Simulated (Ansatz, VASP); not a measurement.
**Two plane-wave programs on TaN**

POSCAR

```
TaN
1.0
    2.9380000000      0.0000000000      0.0000000000
   -1.4690000000      2.5443826363      0.0000000000
    0.0000000000      0.0000000000      2.8830000000
Ta N
1 1
Direct
    0.0000000000      0.0000000000      0.5000000000
    0.6666666667      0.3333333333      0.0000000000
```

File INCAR.step1:

```
PREC = Accurate ; ENCUT = 520
EDIFF = 1E-5 ; ISMEAR = -1
SIGMA = 0.05 ; LREAL = False
LASPH = True ; NELM = 60
ALGO = Normal ; ISIF = 2
LWAVE = True ; LCHARG = False
GGA = PE ; NBANDS = 15
```

The input INCAR.step2:

```
PREC = Accurate ; ENCUT = 520
EDIFF = 1E-7 ; ISMEAR = -1
SIGMA = 0.05 ; LREAL = False
LASPH = True ; NELM = 60
ALGO = Normal ; ISIF = 2
LWAVE = False ; LCHARG = False
GGA = PE ; LHFCALC = True
AEXX = 0.25 ; HFSCREEN = 0.3
PRECFOCK = Normal ; ISTART = 1
NBANDS = 15
```

File KPOINTS:

```
regular mesh
0
Gamma
  5 5 5
```

File input:

```
crystal:
  lattice:
    - [2.938, 0.0, 0.0]
    - [-1.469, 2.5443826363, 0.0]
    - [0.0, 0.0, 2.883]
  atoms:
    - { symbol: Ta, position: [0.0, 0.0, 0.5] }
    - { symbol: "N", position: [0.6666666667, 0.3333333333, 0.0] }
hamiltonian:
  xc: { exchange: pbe, correlation: pbe, exx: { coeff: 0.25, omega: 0.3 } }
  pseudopotentials: { kind: paw }
kpoints:
  mp_grid: { grid: [5, 5, 5] }
  band_path:
    path:
      - [[0.0, 0.0, 0.0], [0.5, 0.0, 0.0], [0.3333333333, 0.3333333333, 0.0], [0.0, 0.0, 0.0], [0.0, 0.0, 0.5], [0.5, 0.0, 0.5], [0.3333333333, 0.3333333333, 0.5], [0.0, 0.0, 0.5]]
      - [[0.5, 0.0, 0.5], [0.5, 0.0, 0.0]]
      - [[0.3333333333, 0.3333333333, 0.0], [0.3333333333, 0.3333333333, 0.5]]
    npoints: 4
scf:
  occupations: { method: fermi_dirac, width: 0.05 }
  n_extra_bands: 6
output:
  forces: true
  stress: true
  eigenvalues: true
  fatbands: false
  write_density: true
  write_potential: true
  elf: true
  volumetric_format: npy
```

Alike in both runs: functional PBE-based screened hybrid with a share of 0.25 of exact exchange and HFSCREEN = 0.3; k mesh 5 × 5 × 5; occupations fermi-dirac, width 0.05 eV; no spin polarisation.

|  | VASP | Ansatz |
| --- | --- | --- |
| version | VASP 6.6.1 | Ansatz 0.2.0 |
| potentials or method | VASP PAW PBE potentials, release 64 (Ta_pv, N) | Ansatz PAW |
| plane-wave cutoff (eV) | 520 | 420 |
| valence electrons in the cell | 16 | 18 |
| task | single point | band structure |

|  | VASP | Ansatz | Ansatz less VASP |
| --- | --- | --- | --- |
| gap on the k mesh at the Fermi level (eV) | none | none | - |
| pressure (GPa) | -3.7 | -3.1 | +0.60 |
| traceless stress, the component that is largest in VASP (GPa) | -0.59 | -0.61 | -0.019 |

VASP's potentials were made for PBE, not for PBE-based screened hybrid. A gap of «none» marks a metal or a gap that the smearing closes. VASP's potentials hold 16 valence electrons a cell and Ansatz's 18, so a difference there can come from the potentials and not from the codes.

The k mesh is coarse, so the values compare programs but aren't converged. Spin-orbit coupling is off throughout.
